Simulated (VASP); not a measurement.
## Hg: single point with PBEsol

Crystal: Hg.

```xyz
4
Lattice="3.1466 0.0000 0.0000 -1.5733 2.7250 0.0000 0.0000 0.0000 10.5142" Properties=species:S:1:pos:R:3 pbc="T T T"
Hg   -1.5733    2.7250   10.5142
Hg   -1.5733    2.7250    5.2571
Hg    0.0000    1.8167    2.6286
Hg    1.5733    0.9083    7.8857
```

This cell differs from its parent crystal: volume scaled by 0.96.

```
Program                : VASP 6.6.1
Task                   : single point
Functional             : PBEsol
Potentials or basis    : VASP PAW PBE potentials, release 64 (Hg)
Cutoff                 : 520 eV
k mesh                 : 13 × 13 × 4
Occupations            : fermi-dirac, width 0.1 eV
Spin                   : no spin polarisation
Dipole correction      : no
Further INCAR settings : ALGO = Normal; EDIFF = 1e-06; NBANDS = 32
```

```yaml
Pressure: 2.2 GPa
Band_gap_on_the_k_mesh: zero (band 24 reaches 3.10 eV, above the bottom of band 25 at 1.17 eV)
```

Stress tensor (GPa, compression positive):
```
2.40 0.00 0.00
0.00 2.40 0.00
0.00 0.00 1.80
```

Levels at points of the mesh, in eV from the Fermi level:
```csv
k point,band 20,band 21,band 22,band 23,band 24,band 25,band 26,band 27,band 28,band 29
"(0.00, 0.00, 0.00)",-6.07,-6.07,-5.80,-5.80,-1.90,-1.67,6.43,6.43,13.23,13.29
"(0.00, 0.00, 0.50)",-5.91,-5.91,-5.91,-4.81,-4.81,2.02,2.02,11.08,11.08,13.44
```

It took 94 s on 1 thread of Intel Xeon 6975P-C, on a shared host, peak memory 0.28 GiB.

Caveat: the PAW data sets were made with another functional, which shifts forces and pressure a little; spin-orbit coupling is left out, which moves the levels of the heavy elements.
